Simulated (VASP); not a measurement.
# W in VASP: further runs

Runs on W. Level: PBEsol. Tasks: single point, relaxation of cell and atoms.

All numbers are computed with VASP 6.6.1; they aren't measurements. Logs are shortened: lines on timing, memory, paths and dates and some standing lists are left out, and cuts for length are marked.

## (1) The cell of the first run

Symmetry: I4/mmm, No. 139, tetragonal system. The conventional cell has a = 2.793 Å, b = 2.793 Å, c = 4.249 Å, α = 90.00°, β = 90.00°, γ = 90.00°. W (site symmetry 4/mmm) has 12 W at 2.79 to 2.90 Å within 3.7 Å.

## (2) Single point, PBEsol

Input file INCAR:

```
ALGO = Normal
EDIFF = 1E-6
ENCUT = 500
GGA = PS
GGA_COMPAT = False
ISIF = 2
ISMEAR = 0
LASPH = True
LCHARG = False
LREAL = False
LWAVE = False
NBANDS = 13
NELM = 120
PREC = Accurate
SIGMA = 0.1
```

Input file KPOINTS:

```
k-points
0
Gamma
  8 8 8
```

Input file POSCAR:

```
W
1.0
   -1.3966122886      1.3966122886      2.1247418573
    1.3966122886     -1.3966122886      2.1247418573
    1.3966122886      1.3966122886     -2.1247418573
W
1
Direct
    0.0000000000      0.0000000000      0.0000000000
```

Potentials or basis: VASP PAW PBE potentials, release 64 (W_sv).

The run is started by

```
> cat potpaw_PBE.64/W_sv/POTCAR > POTCAR
> mpirun -np 1 vasp_std > vasp.out
```

OUTCAR:

```text
EDIFF = 1E-6
   ENCUT = 500
   GGA = PS
   ISIF = 2
   ISMEAR = 0
   LASPH = True
   LREAL = False
   NELM = 120
   PREC = Accurate

 ion  position               nearest neighbor table
   1  0.000  0.000  0.000-

  LATTYP: Found a body centered tetragonal cell.
 ALAT       =     2.7932245772
 C/A-ratio  =     1.5213541186

  Lattice vectors:

 A1 = (  -1.3966122886,   1.3966122886,   2.1247418573)
 A2 = (   1.3966122886,  -1.3966122886,   2.1247418573)
 A3 = (   1.3966122886,   1.3966122886,  -2.1247418573)

Analysis of symmetry for initial positions (statically):
=====================================================================
 Subroutine PRICEL returns:
 Original cell was already a primitive cell.

 Routine SETGRP: Setting up the symmetry group for a
 body centered tetragonal supercell.

 Subroutine GETGRP returns: Found 16 space group operations
 (whereof 16 operations were pure point group operations)
 out of a pool of 16 trial point group operations.

The static configuration has the point symmetry D_4h.

Analysis of symmetry for dynamics (positions and initial velocities):
=====================================================================
 Subroutine PRICEL returns:
 Original cell was already a primitive cell.

 Routine SETGRP: Setting up the symmetry group for a
 body centered tetragonal supercell.

 Subroutine GETGRP returns: Found 16 space group operations
 (whereof 16 operations were pure point group operations)
 out of a pool of 16 trial point group operations.

The dynamic configuration has the point symmetry D_4h.

 Subroutine INISYM returns: Found 16 space group operations
 (whereof 16 operations are pure point group operations),
 and found     1 'primitive' translations

----------------------------------------------------------------------------------------

                                     Primitive cell

  volume of cell :      16.5775

  direct lattice vectors                    reciprocal lattice vectors
    -1.396612289  1.396612289  2.124741857     0.000000000  0.358009166  0.235322704
     1.396612289 -1.396612289  2.124741857     0.358009166  0.000000000  0.235322704
     1.396612289  1.396612289 -2.124741857     0.358009166  0.358009166  0.000000000

  length of vectors
     2.900961863  2.900961863  2.900961863     0.428424250  0.428424250  0.506301417

  position of ions in fractional coordinates (direct lattice)
     0.000000000  0.000000000  0.000000000

  ion indices of the primitive-cell ions
   primitive index   ion index
[... 76 lines left out ...]
   NSW    =      0    number of steps for IOM
   IBRION =     -1    ionic relax: 0-MD 1-quasi-New 2-CG
   NFREE  =      0    steps in history (QN), initial steepest desc. (CG)
   ISIF   =      2    stress and relaxation
   ISYM   =      2    0-nonsym 1-usesym 2-fastsym
   POTIM  = 0.5000    time-step for ionic-motion
   TEBEG  =    0.0;   TEEND  =   0.0 temperature during run
   PSTRESS=    0.0 pullay stress
   NELECT =      14.0000    total number of electrons
   NUPDOWN=      -1.0000    fix difference up-down
   EMIN   =  10.00;   EMAX   =-10.00  energy-range for DOS
   EFERMI =   0.00;   METHOD = LEGACY
   ISMEAR =     0;   SIGMA  =   0.10  broadening in eV -4-tet -1-fermi 0-gaus
   EFERMI_NEDOS =   21; number of points for ismear=-14 and -15
   IALGO  =     38    algorithm
   IMIX   =      4    mixing-type and parameters
     AMIX     =   0.40;   BMIX     =  1.00
     AMIX_MAG =   1.60;   BMIX_MAG =  1.00
  volume/ion in A,a.u.               =      16.58       111.87
  Fermi-wavevector in a.u.,A,eV,Ry     =   1.547432  2.924222 32.579770  2.394546
  Thomas-Fermi vector in A             =   2.652526
   LORBIT       =      0    0 simple, 1 ext, 2 COOP (PROOUT), +10 PAW based schemes
   GGA     = PS    functional components
   LHFCALC =     F    Hartree Fock is set to
   AEXX    =    0.0000 exact exchange contribution
   IVDW    =     0    specifies the selected vdW correction
   LEPSILON=     F    determine dielectric tensor
   LRPA    =     F    only Hartree local field effects (RPA)
 non-spin polarized calculation
 Gauss-broadening in eV      SIGMA  =   0.10
  energy-cutoff  :      500.00
  volume of cell :       16.58
 maximum number of plane-waves:       431
 NGX is ok and might be reduce to    24
   NGX = 11   NGY = 11   NGZ = 11

 number of electron      14.0000001 magnetization

 Free energy of the ion-electron system (eV)
  ---------------------------------------------------
  ext. energy  EPLUGINS =         0.00000000
  ---------------------------------------------------
  free energy    TOTEN  =       -13.34638896 eV

  energy without entropy =      -13.33924625  energy(sigma->0) =      -13.34281761

 E-fermi :  10.2844     XC(G=0): -13.5004

 val. band max:       10.2550765279   @ k =   0.5000   0.1250   0.0000
 cond. band min:      10.2856119535   @ k =   0.1250  -0.0000   0.0000
 fundamental gap:      0.0305354255
 Fermi energy:        10.2843711116

 k-point     1 :       0.0000    0.0000    0.0000
  band No.  band energies     occupation
      1     -63.4841      2.00000
      2     -27.1729      2.00000
      3     -27.0914      2.00000
      4     -27.0914      2.00000
      5       1.2307      2.00000
      6       9.0093      2.00000
      7       9.9941      1.99996
      8       9.9941      1.99996
      9      11.9012      0.00000
     10      13.3998      0.00000
     11      23.0759      0.00000
     12      26.6849      0.00000
     13      28.9323      0.00000
[... 354 lines left out ...]
  band No.  band energies     occupation
      1     -63.3580      2.00000
      2     -28.0979      2.00000
      3     -27.5536      2.00000
      4     -27.4142      2.00000
      5       6.1884      2.00000
      6       7.5825      2.00000
      7       9.4037      2.00000
      8      10.7113      0.00000
      9      14.6404      0.00000
     10      17.7636      0.00000
     11      19.5972      0.00000
     12      26.4839      0.00000
     13      27.3151      0.00000

 [... further k-points ...]
[... 5 lines left out ...]
  --------------------------------------------------------------------------------------
  -------------------------------------------------------------------------------------
  Total       -1.4130544     -1.4130544     -0.2988052      0.0000000      0.0000000      0.0000000
  in kB     -136.5688321   -136.5688321    -28.8789178      0.0000000      0.0000000      0.0000000
  external PRESSURE =    -100.6721940 kB  Pullay stress =       0.0000000 kB

 VOLUME and BASIS-vectors are now :
 -----------------------------------------------------------------------------
  energy-cutoff  :      500.00
  volume of cell :       16.58
      direct lattice vectors                 reciprocal lattice vectors
    -1.396612289  1.396612289  2.124741857     0.000000000  0.358009166  0.235322704
     1.396612289 -1.396612289  2.124741857     0.358009166  0.000000000  0.235322704
     1.396612289  1.396612289 -2.124741857     0.358009166  0.358009166  0.000000000

 POSITION                                       TOTAL-FORCE (eV/Angst)
 -----------------------------------------------------------------------------------
      0.00000      0.00000      0.00000         0.000000      0.000000     -0.000000
 -----------------------------------------------------------------------------------
    total drift:                                0.000000      0.000000     -0.000000

  FREE ENERGIE OF THE ION-ELECTRON SYSTEM (eV)
  ---------------------------------------------------
  free  energy   TOTEN  =       -13.3463889625 eV

  energy  without entropy=      -13.3392462513  energy(sigma->0) =      -13.34281761
```

Wall time 10 s (1 thread of Intel Xeon 8259CL, shared host); peak memory 0.14 GiB.

Results:

```yaml
Free_energy: -13.3464 eV
Pressure: -10.1 GPa
Band_gap_on_the_k_mesh: zero (band 7 reaches 13.68 eV, above the bottom of band 8 at 9.99 eV)
```

Levels at points of the mesh, in eV from the Fermi level:
```tsv
k point	band 5	band 6	band 7	band 8	band 9	band 10
(0.00, 0.00, 0.00)	-9.05	-1.28	-0.29	-0.29	1.62	3.12
(0.50, 0.00, 0.00)	-5.66	-1.38	-0.34	0.53	4.58	5.11
(0.50, 0.50, 0.00)	-5.50	-4.58	3.40	4.64	4.97	6.21
(0.50, 0.50, 0.50)	-5.59	-4.45	1.98	4.94	5.51	5.51
```

Caveat: the k points lie up to 0.40 Å⁻¹ apart; the PAW data sets were made with another functional, which shifts forces and pressure a little; spin-orbit coupling is left out, which moves the levels of the heavy elements.

## (3) Relaxation of cell and atoms, PBEsol

This run uses another cell than the first one, of 16.75 Å³/atom, 1.010 times its volume.

Input file INCAR:

```
  ALGO = Normal
  EDIFF = 1E-7
  EDIFFG = -0.04
  ENCUT = 500
  GGA = PS
  GGA_COMPAT = False
  IBRION = 2
  ISIF = 3
  ISMEAR = 0
  LASPH = True
  LCHARG = False
  LREAL = False
  LWAVE = False
  NELM = 120
  NELMIN = 4
  NSW = 90
  PREC = Accurate
  SIGMA = 0.1
```

KPOINTS is that of step 2.

Input file POSCAR:

```
W
1.0
    0.0000000000      2.0307395668      2.0307395668
    2.0307395668      0.0000000000      2.0307395668
    2.0307395668      2.0307395668      0.0000000000
W
1
Direct
    0.0000000000      0.0000000000      0.0000000000
```

Potentials or basis: VASP PAW PBE potentials, release 64 (W_sv).

The run is started by

```
> cat potpaw_PBE.64/W_sv/POTCAR > POTCAR
> mpirun -np 1 vasp_std > vasp.out
```

OUTCAR:

```text
EDIFF = 1E-7
   EDIFFG = -0.04
   ENCUT = 500
   GGA = PS
   IBRION = 2
   ISIF = 3
   ISMEAR = 0
   LASPH = True
   LREAL = False
   NELM = 120
   NELMIN = 4
   NSW = 90
   PREC = Accurate

 ion  position               nearest neighbor table
   1  0.000  0.000  0.000-

  LATTYP: Found a face centered cubic cell.
 ALAT       =     4.0614791336

  Lattice vectors:

 A1 = (   0.0000000000,   2.0307395668,   2.0307395668)
 A2 = (   2.0307395668,   0.0000000000,   2.0307395668)
 A3 = (   2.0307395668,   2.0307395668,   0.0000000000)

Analysis of symmetry for initial positions (statically):
=====================================================================
 Subroutine PRICEL returns:
 Original cell was already a primitive cell.

 Routine SETGRP: Setting up the symmetry group for a
 face centered cubic supercell.

 Subroutine GETGRP returns: Found 48 space group operations
 (whereof 48 operations were pure point group operations)
 out of a pool of 48 trial point group operations.

The static configuration has the point symmetry O_h .

Analysis of symmetry for dynamics (positions and initial velocities):
=====================================================================
 Subroutine PRICEL returns:
 Original cell was already a primitive cell.

 Routine SETGRP: Setting up the symmetry group for a
 face centered cubic supercell.

 Subroutine GETGRP returns: Found 48 space group operations
 (whereof 48 operations were pure point group operations)
 out of a pool of 48 trial point group operations.

The dynamic configuration has the point symmetry O_h .

 Subroutine INISYM returns: Found 48 space group operations
 (whereof 48 operations are pure point group operations),
 and found     1 'primitive' translations

----------------------------------------------------------------------------------------

                                     Primitive cell

  volume of cell :      16.7491

  direct lattice vectors                    reciprocal lattice vectors
     0.000000000  2.030739567  2.030739567    -0.246215718  0.246215718  0.246215718
     2.030739567  0.000000000  2.030739567     0.246215718 -0.246215718  0.246215718
     2.030739567  2.030739567  0.000000000     0.246215718  0.246215718 -0.246215718

  length of vectors
     2.871899437  2.871899437  2.871899437     0.426458133  0.426458133  0.426458133

  position of ions in fractional coordinates (direct lattice)
     0.000000000  0.000000000  0.000000000

  ion indices of the primitive-cell ions
   primitive index   ion index
                 1           1

----------------------------------------------------------------------------------------

 KPOINTS: k-points

Automatic generation of k-mesh.
 Grid dimensions read from file:
 generate k-points for:    8    8    8

 Generating k-lattice:

  Cartesian coordinates                     Fractional coordinates (reciprocal lattice)
    -0.030776965  0.030776965  0.030776965     0.125000000  0.000000000  0.000000000
     0.030776965 -0.030776965  0.030776965     0.000000000  0.125000000  0.000000000
     0.030776965  0.030776965 -0.030776965     0.000000000  0.000000000  0.125000000

  Length of vectors
     0.053307267  0.053307267  0.053307267

  Shift w.r.t. Gamma in fractional coordinates (k-lattice)
     0.000000000  0.000000000  0.000000000

 Subroutine IBZKPT returns following result:
 ===========================================

 Found     29 irreducible k-points:

 Following reciprocal coordinates:
            Coordinates               Weight
  0.000000  0.000000  0.000000      1.000000
  0.125000  0.000000  0.000000      8.000000
  0.250000  0.000000  0.000000      8.000000
  0.375000  0.000000  0.000000      8.000000
  0.500000  0.000000  0.000000      4.000000
  0.125000  0.125000  0.000000      6.000000
[... 16 lines left out ...]
  0.500000  0.250000  0.125000     48.000000
 -0.375000  0.250000  0.125000     24.000000
 [... further k-points ...]
   k-points           NKPTS =     29   k-points in BZ     NKDIM =     29   number of bands    NBANDS=     11
   number of dos      NEDOS =    301   number of ions     NIONS =      1
   total plane-waves  NPLWV =  13824
   dimension x,y,z NGX =    24 NGY =   24 NGZ =   24
   dimension x,y,z NGXF=    48 NGYF=   48 NGZF=   48
   ions per type =               1
   NGX,Y,Z   is equivalent  to a cutoff of  13.89, 13.89, 13.89 a.u.
   NGXF,Y,Z  is equivalent  to a cutoff of  27.79, 27.79, 27.79 a.u.
 SYSTEM =  unknown system
   PREC   = accura    normal or accurate (medium, high low for compatibility)
   ISTART =      0    job   : 0-new  1-cont  2-samecut
   ICHARG =      2    charge: 1-file 2-atom 10-const
   ISPIN  =      1    spin polarized calculation?
   LNONCOLLINEAR =      F non collinear calculations
   LSORBIT =      F    spin-orbit coupling
   LASPH  =      T    aspherical Exc in radial PAW
   ENCUT  =  500.0 eV  36.75 Ry    6.06 a.u.   5.24  5.24  5.24*2*pi/ulx,y,z
   NELM   =    120;   NELMIN=  4; NELMDL= -5     # of ELM steps
   EDIFF  = 0.1E-06   stopping-criterion for ELM
   LREAL  =      F    real-space projection
   EDIFFG = -.4E-01   stopping-criterion for IOM
   NSW    =     90    number of steps for IOM
   IBRION =      2    ionic relax: 0-MD 1-quasi-New 2-CG
   NFREE  =      1    steps in history (QN), initial steepest desc. (CG)
   ISIF   =      3    stress and relaxation
   ISYM   =      2    0-nonsym 1-usesym 2-fastsym
   POTIM  = 0.5000    time-step for ionic-motion
   TEBEG  =    0.0;   TEEND  =   0.0 temperature during run
   PSTRESS=    0.0 pullay stress
   NELECT =      14.0000    total number of electrons
   NUPDOWN=      -1.0000    fix difference up-down
   EMIN   =  10.00;   EMAX   =-10.00  energy-range for DOS
   EFERMI =   0.00;   METHOD = LEGACY
   ISMEAR =     0;   SIGMA  =   0.10  broadening in eV -4-tet -1-fermi 0-gaus
   EFERMI_NEDOS =   21; number of points for ismear=-14 and -15
   IALGO  =     38    algorithm
   IMIX   =      4    mixing-type and parameters
     AMIX     =   0.40;   BMIX     =  1.00
     AMIX_MAG =   1.60;   BMIX_MAG =  1.00
  volume/ion in A,a.u.               =      16.75       113.03
  Fermi-wavevector in a.u.,A,eV,Ry     =   1.542126  2.914196 32.356744  2.378154
  Thomas-Fermi vector in A             =   2.647975
   LORBIT       =      0    0 simple, 1 ext, 2 COOP (PROOUT), +10 PAW based schemes
   GGA     = PS    functional components
   LHFCALC =     F    Hartree Fock is set to
   AEXX    =    0.0000 exact exchange contribution
   IVDW    =     0    specifies the selected vdW correction
   LEPSILON=     F    determine dielectric tensor
   LRPA    =     F    only Hartree local field effects (RPA)
 conjugate gradient relaxation of ions
 non-spin polarized calculation
 Gauss-broadening in eV      SIGMA  =   0.10
  energy-cutoff  :      500.00
  volume of cell :       16.75
 maximum number of plane-waves:       444
 NGX is ok and might be reduce to    24
   NGX = 11   NGY = 11   NGZ = 11

--------------------------------------- Ionic step        1  -------------------------------------------

 number of electron      14.0000002 magnetization

 Free energy of the ion-electron system (eV)
  ---------------------------------------------------
  ext. energy  EPLUGINS =         0.00000000
  ---------------------------------------------------
  free energy    TOTEN  =       -13.29577940 eV

  energy without entropy =      -13.28726221  energy(sigma->0) =      -13.29152080

 E-fermi :   9.9674     XC(G=0): -13.4459

 val. band max:        9.9647544610   @ k =   0.2500   0.1250   0.0000
 cond. band min:      10.0253923187   @ k =   0.1250   0.1250   0.0000
 fundamental gap:      0.0606378577
 Fermi energy:         9.9673838324

 k-point     1 :       0.0000    0.0000    0.0000
  band No.  band energies     occupation
      1     -63.6529      2.00000
      2     -27.3019      2.00000
      3     -27.3019      2.00000
      4     -27.3019      2.00000
      5       1.1438      2.00000
      6       9.4936      2.00000
      7       9.4936      2.00000
      8       9.4936      2.00000
      9      12.5184      0.00000
     10      12.5184      0.00000
     11      22.8407      0.00000
[... 424 lines left out ...]
  energy  without entropy=      -13.3142514624  energy(sigma->0) =      -13.31875807

--------------------------------------- Ionic step        4  -------------------------------------------

 number of electron      14.0000000 magnetization

 Free energy of the ion-electron system (eV)
  ---------------------------------------------------
  ext. energy  EPLUGINS =         0.00000000
  ---------------------------------------------------
  free energy    TOTEN  =       -13.32331623 eV

  energy without entropy =      -13.31429148  energy(sigma->0) =      -13.31880386

 E-fermi :  10.5394     XC(G=0): -13.6856

 val. band max:       10.5338799764   @ k =  -0.3750   0.3750   0.0000
 cond. band min:      10.5923856774   @ k =   0.1250   0.1250   0.0000
 fundamental gap:      0.0585057010
 Fermi energy:        10.5393508219

 k-point     1 :       0.0000    0.0000    0.0000
  band No.  band energies     occupation
      1     -62.9820      2.00000
      2     -26.5764      2.00000
      3     -26.5764      2.00000
      4     -26.5764      2.00000
      5       1.5065      2.00000
      6      10.0272      2.00000
      7      10.0272      2.00000
      8      10.0272      2.00000
      9      13.2463      0.00000
     10      13.2463      0.00000
     11      23.4798      0.00000
[... 350 lines left out ...]
  FREE ENERGIE OF THE ION-ELECTRON SYSTEM (eV)
  ---------------------------------------------------
  free  energy   TOTEN  =       -13.3233162282 eV

  energy  without entropy=      -13.3142914840  energy(sigma->0) =      -13.31880386

 reached required accuracy - stopping structural energy minimisation
```

CONTCAR:

```text
W
   1.00000000000000
    -0.0000000000000000    2.0019179304109791    2.0019179304109791
     2.0019179304109791    0.0000000000000000    2.0019179304109791
     2.0019179304109791    2.0019179304109791    0.0000000000000000
  W
     1
Direct
     0.0000000000000000    0.0000000000000000    1.0000000000000000

  0.00000000E+00  0.00000000E+00  0.00000000E+00
```

It took 24 s on 1 thread of Intel Xeon 8259CL, shared host; peak memory 0.15 GiB.

What came out:

```yaml
Free_energy: -13.3233 eV
Relaxed_volume: 16.05 Å³/atom
Relaxed_cell: a = 2.831 Å, b = 2.831 Å, c = 2.831 Å, α = 60.00°, β = 60.00°, γ = 60.00°
Space_group_after_relaxing_to_0.05_Å: Fm-3m (No. 225)
Energy_gained_by_relaxing: 27.5 meV/atom
Ionic_steps: 4
Pressure_after_relaxing: -0.1 GPa
Band_gap_on_the_k_mesh: zero (band 7 reaches 13.82 eV, above the bottom of band 8 at 10.03 eV)
```

The path:
```csv
step,energy change (eV),largest force (eV/Å),pressure (GPa),volume (Å³)
1,0.0000,0.0000,-12.07,16.75
2,0.3176,0.0000,58.09,13.87
3,-0.0275,0.0000,-0.56,16.07
4,-0.0275,0.0000,-0.09,16.05
```

Final structure:
```
CELL_PARAMETERS angstrom
0.00000 2.00192 2.00192
2.00192 0.00000 2.00192
2.00192 2.00192 0.00000
ATOMIC_POSITIONS crystal
W 0.00000 0.00000 0.00000
```

Levels at points of the mesh, in eV from the Fermi level:
| k point | band 5 | band 6 | band 7 | band 8 | band 9 | band 10 |
| --- | --- | --- | --- | --- | --- | --- |
| (0.00, 0.00, 0.00) | -9.03 | -0.51 | -0.51 | -0.51 | 2.71 | 2.71 |
| (0.50, 0.00, 0.00) | -5.65 | -0.75 | -0.75 | 0.81 | 5.28 | 5.28 |
| (0.50, 0.50, 0.00) | -5.57 | -4.58 | 3.28 | 5.24 | 6.05 | 6.05 |

Caveat: the PAW data sets were made with another functional, which shifts forces and pressure a little; spin-orbit coupling is left out, which moves the levels of the heavy elements.
